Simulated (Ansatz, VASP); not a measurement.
# Two plane-wave programs on SnO2

```
Sn O
1.0
     5.06792    0.00000    0.00000
     0.00000    5.06792    0.00000
     0.00000    0.00000    5.06792
Sn O
4 8
Direct
  0.00000 0.50000 0.50000
  0.50000 0.50000 0.00000
  0.50000 0.00000 0.50000
  0.00000 0.00000 0.00000
  0.33964 0.16036 0.83964
  0.16036 0.83964 0.33964
  0.83964 0.33964 0.16036
  0.66036 0.66036 0.66036
  0.33964 0.33964 0.33964
  0.16036 0.66036 0.83964
  0.83964 0.16036 0.66036
  0.66036 0.83964 0.16036
```

Alike in both runs: functional LDA; k mesh 6 × 6 × 6; occupations gaussian, width 0.02 eV; no spin polarisation.

Ansatz relaxed the structure, and its values are those at the end. VASP's run is a single point on that final structure, the one shown.

```csv
,VASP,Ansatz
version,VASP 6.6.1,Ansatz 0.2.0
potentials or method,"VASP PAW LDA potentials, release 64 (Sn_d, O_h), cutoff 910 eV","scalar-relativistic, plane waves, PAW"
valence electrons in the cell,104,104
```

VASP gave:

* gap on the k mesh at the Fermi level (eV): 1.13
* least direct gap on the mesh (eV): 1.23

Task: Which values does Ansatz return?

Result: gap on the k mesh at the Fermi level (eV): 1.09; least direct gap on the mesh (eV): 1.18.

LDA's correlation is that of Perdew and Zunger in VASP and of Perdew and Wang (1992) in Ansatz.

Noted on VASP's run: the cutoff is under 1.25 times that of the potentials, so the pressure is a little rough.
